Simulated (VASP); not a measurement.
# RbBr (P4/mmm) in VASP: settings compared, part 2 of 2

VASP 6.6.1.

## 3. Single point, r2SCAN (epitaxial xy strain -5.0%)

Contents of POSCAR:

```
RbBr
1.0
    3.9231814902      0.0000000000      0.0000000000
    0.0000000000      3.9231814902      0.0000000000
    0.0000000000      0.0000000000      4.2302992332
Rb Br
1 1
Direct
    0.0000000000      0.0000000000      0.0000000000
    0.5000000000      0.5000000000      0.5000000000
```

Contents of INCAR.step1:

```
SYSTEM = RbBr
PREC = Accurate
ENCUT = 520
ISMEAR = 0
SIGMA = 0.01
LREAL = .FALSE.
LASPH = .TRUE.
NELM = 100
NBANDS = 15
GGA = PE
ALGO = Normal
EDIFF = 1E-4
LWAVE = .TRUE.
LCHARG = .FALSE.
```

Contents of INCAR.step2:

```
SYSTEM = RbBr
PREC = Accurate
ENCUT = 520
EDIFF = 1E-6
ISMEAR = 0
SIGMA = 0.01
LREAL = .FALSE.
LASPH = .TRUE.
NELM = 100
ALGO = Normal
ISIF = 2
LWAVE = .FALSE.
LCHARG = .FALSE.
METAGGA = R2SCAN
LMIXTAU = .TRUE.
NBANDS = 15
ISTART = 1
```

Contents of KPOINTS:

```
regular mesh
0
G
  6 6 6
  0 0 0
```

Potentials or basis: VASP PAW PBE potentials, release 64 (Rb_sv, Br).

Started as:

```sh
$ cat potpaw_PBE.64/Rb_sv/POTCAR potpaw_PBE.64/Br/POTCAR > POTCAR
$ cp INCAR.step1 INCAR
$ mpirun -np 1 vasp_std > vasp.out
$ cp INCAR.step2 INCAR
$ mpirun -np 1 vasp_std > vasp.out
```

OUTCAR:

```text
SYSTEM = RbBr
   PREC = Accurate
   ENCUT = 520
   EDIFF = 1E-6
   ISMEAR = 0
   LREAL = .FALSE.
   LASPH = .TRUE.
   NELM = 100
   ISIF = 2
   METAGGA = R2SCAN
   ISTART = 1

 ion  position               nearest neighbor table
   1  0.000  0.000  0.000-   2 3.49   2 3.49   2 3.49   2 3.49   2 3.49   2 3.49   2 3.49   2 3.49

   2  0.500  0.500  0.500-   1 3.49   1 3.49   1 3.49   1 3.49   1 3.49   1 3.49   1 3.49   1 3.49

  LATTYP: Found a simple tetragonal cell.
 ALAT       =     3.9231814902
 C/A-ratio  =     1.0782828283

  Lattice vectors:

 A1 = (   3.9231814902,   0.0000000000,   0.0000000000)
[... 612 lines left out ...]
     12       8.7999      0.00000
     13       9.5624      0.00000
     14      10.4493      0.00000
     15      12.1184      0.00000

 [... further k-points ...]
[... 5 lines left out ...]
  --------------------------------------------------------------------------------------
  -------------------------------------------------------------------------------------
  Total        1.0057808      1.0057808     -0.0031341      0.0000000      0.0000000      0.0000000
  in kB       24.7494776     24.7494776     -0.0771224      0.0000000      0.0000000      0.0000000
  external PRESSURE =      16.4739443 kB  Pullay stress =       0.0000000 kB

 VOLUME and BASIS-vectors are now :
 -----------------------------------------------------------------------------
  energy-cutoff  :      520.00
  volume of cell :       65.11
      direct lattice vectors                 reciprocal lattice vectors
     3.923181490  0.000000000  0.000000000     0.254895167  0.000000000  0.000000000
     0.000000000  3.923181490  0.000000000     0.000000000  0.254895167  0.000000000
     0.000000000  0.000000000  4.230299233     0.000000000  0.000000000  0.236389897

 POSITION                                       TOTAL-FORCE (eV/Angst)
 -----------------------------------------------------------------------------------
      0.00000      0.00000      0.00000         0.000000      0.000000      0.000000
      1.96159      1.96159      2.11515         0.000000      0.000000      0.000000
 -----------------------------------------------------------------------------------
    total drift:                                0.000000     -0.000000     -0.000000

  FREE ENERGIE OF THE ION-ELECTRON SYSTEM (eV)
  ---------------------------------------------------
  free  energy   TOTEN  =       -31.0595199569 eV

  energy  without entropy=      -31.0595199569  energy(sigma->0) =      -31.05951996
```

OUTCAR.step1:

```text
SYSTEM = RbBr
   PREC = Accurate
   ENCUT = 520
   ISMEAR = 0
   LREAL = .FALSE.
   LASPH = .TRUE.
[... 656 lines left out ...]
      0.00000      0.00000      0.00000         0.000000      0.000000      0.000000
      1.96159      1.96159      2.11515         0.000000      0.000000      0.000000
 -----------------------------------------------------------------------------------
    total drift:                                0.000000     -0.000000     -0.000000

  FREE ENERGIE OF THE ION-ELECTRON SYSTEM (eV)
  ---------------------------------------------------
  free  energy   TOTEN  =        -5.9200122355 eV

  energy  without entropy=       -5.9200122355  energy(sigma->0) =       -5.92001224
```

It took 76 s on 1 thread of Intel Xeon Platinum 8488C (Sapphire Rapids), shared host; peak memory 0.19 GiB.

What came out:

| Item | Value |
| --- | --- |
| Free energy | -31.0595 eV |
| Pressure | 1.6 GPa |
| Band gap on the k mesh | 4.89 eV, indirect (least direct gap 5.04 eV) |

Levels at points of the mesh, in eV from the valence-band top:
| k point | band 6 | band 7 | band 8 | band 9 | band 10 | band 11 |
| --- | --- | --- | --- | --- | --- | --- |
| (0.00, 0.00, 0.00) | -0.56 | -0.15 | -0.15 | 4.89 | 5.80 | 6.02 |
| (0.50, 0.00, 0.00) | -2.08 | -0.69 | -0.19 | 7.31 | 8.02 | 8.87 |
| (0.50, 0.50, 0.00) | -1.32 | -1.32 | -0.36 | 5.89 | 6.38 | 8.06 |
| (0.00, 0.00, 0.50) | -2.03 | -0.28 | -0.28 | 7.18 | 7.99 | 8.23 |
| (0.50, 0.00, 0.50) | -1.39 | -1.20 | 0.00 | 5.76 | 7.04 | 8.70 |
| (0.50, 0.50, 0.50) | -1.72 | -1.72 | -1.60 | 8.73 | 9.15 | 9.15 |

Caveat: the cell differs from its parent crystal (epitaxial xy strain -5.0%); the PAW data sets were made with another functional, which shifts forces and pressure a little. A k mesh can miss the band edges.

## 4. Single point, HSE06 (epitaxial xy strain -5.0%)

POSCAR is that of step 3.

Contents of INCAR.step1:

```
SYSTEM = RbBr
  ALGO = Normal
  EDIFF = 1E-5
  ENCUT = 520
  GGA = PE
  ISIF = 2
  ISMEAR = 0
  LASPH = .True.
  LCHARG = .False.
  LREAL = .False.
  LWAVE = .True.
  NBANDS = 15
  NELM = 80
  PREC = Accurate
  SIGMA = 0.01
```

Contents of INCAR.step2:

```
SYSTEM = RbBr
  ALGO = Normal
  EDIFF = 1E-6
  ENCUT = 520
  GGA = PE
  HFSCREEN = 0.2079
  ISIF = 2
  ISMEAR = 0
  ISTART = 1
  LASPH = .True.
  LCHARG = .False.
  LHFCALC = .True.
  LREAL = .False.
  LWAVE = .False.
  NBANDS = 15
  NELM = 80
  PREC = Accurate
  PRECFOCK = Normal
  SIGMA = 0.01
```

Contents of KPOINTS:

```
k-points
0
Gamma
  4 4 4
  0 0 0
```

Started as:

```sh
$ cat potpaw_PBE.64/Rb_sv/POTCAR potpaw_PBE.64/Br/POTCAR > POTCAR
$ cp INCAR.step1 INCAR
$ mpirun -np 1 vasp_std > vasp.out
$ cp INCAR.step2 INCAR
$ mpirun -np 1 vasp_std > vasp.out
```

It took 6.6 min on 1 thread of Intel Xeon Platinum 8488C (Sapphire Rapids), shared host; peak memory 0.3 GiB.

The run converged. Its results:

```yaml
Free_energy: -6.9018 eV
Pressure: 2.0 GPa
Band_gap_on_the_k_mesh: 5.33 eV, indirect (least direct gap 5.49 eV)
```

Stress tensor (GPa, compression positive):
```
2.88 0.00 0.00
0.00 2.88 0.00
0.00 0.00 0.36
```

Levels at points of the mesh, in eV from the valence-band top:
```
           k point  band 5  band 6  band 7  band 8  band 9  band 10  band 11  band 12
(0.00, 0.00, 0.00)   -9.68   -0.57   -0.16   -0.16    5.33     6.43     6.67    11.25
(0.50, 0.00, 0.00)   -9.60   -2.21   -0.71   -0.20    8.03     8.54     9.49     9.84
(0.50, 0.50, 0.00)   -9.61   -1.41   -1.41   -0.36    6.48     6.95     8.68     8.68
(0.00, 0.00, 0.50)   -9.63   -2.14   -0.30   -0.30    7.90     8.51     8.85     9.90
(0.50, 0.00, 0.50)   -9.58   -1.48   -1.26    0.00    6.32     7.59     9.35     9.61
(0.50, 0.50, 0.50)   -9.87   -1.82   -1.82   -1.67    9.33     9.72     9.72    10.45
```

Caveat: the cell differs from its parent crystal (epitaxial xy strain -5.0%); the PAW data sets were made with another functional, which shifts forces and pressure a little. A k mesh can miss the band edges.

## 5. Overview

| level | k mesh | smearing | grid for exact exchange (PRECFOCK) | screening parameter | gap on the mesh (eV) | pressure (GPa) |
| --- | --- | --- | --- | --- | --- | --- |
| PBE | 6 × 6 × 6 | fermi-dirac 0.02 eV | - | - | 4.13 | 2.5 |
| r2SCAN | 6 × 6 × 6 | gaussian 0.01 eV | - | - | 4.89 | 1.6 |
| HSE06 | 4 × 4 × 4 | gaussian 0.01 eV | Normal | 0.2079 1/Å | 5.33 | 2.0 |

Alike in all rows: task single point; potentials or basis VASP PAW PBE potentials, release 64 (Rb_sv, Br); no spin polarisation; cell as given; cutoff (eV) 520.

Caveats: the PAW data sets were made with another functional, which shifts forces and pressure a little (some runs).

Total energies depend on the potentials used, so only differences within one code and one set of settings carry meaning.
